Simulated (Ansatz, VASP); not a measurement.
## Ir: VASP beside Ansatz

```xyz
1
Lattice="0.0000 2.2166 1.5458 2.2166 0.0000 1.5458 2.2166 2.2166 0.0000" Properties=species:S:1:pos:R:3 pbc="T T T"
Ir    0.0000    0.0000    0.0000
```

Alike in both runs: task single point; functional PBE; k mesh 22 × 22 × 22; occupations gaussian, width 0.15 eV; no spin polarisation.

|  | VASP | Ansatz |
| --- | --- | --- |
| version | VASP 6.6.1 | Ansatz 0.2.0 |
| potentials or method | VASP PAW PBE potentials, release 64 (Ir), cutoff 520 eV | scalar-relativistic, plane waves, PAW |
| valence electrons in the cell | 9 | 17 |

```tsv
	VASP	Ansatz	Ansatz less VASP
gap on the k mesh at the Fermi level (eV)	none	none	-
pressure (GPa)	-2.5	-3.0	-0.49
traceless stress, the component that is largest in VASP (GPa)	-5.14	-5.30	-0.156
```

A gap of «none» marks a metal or a gap that the smearing closes. With one functional, cell and mesh, what is left measures potentials, basis and numerics. VASP's potentials hold 9 valence electrons a cell and Ansatz's 17, so a difference there can come from the potentials and not from the codes.

Neither program's run includes spin-orbit coupling.
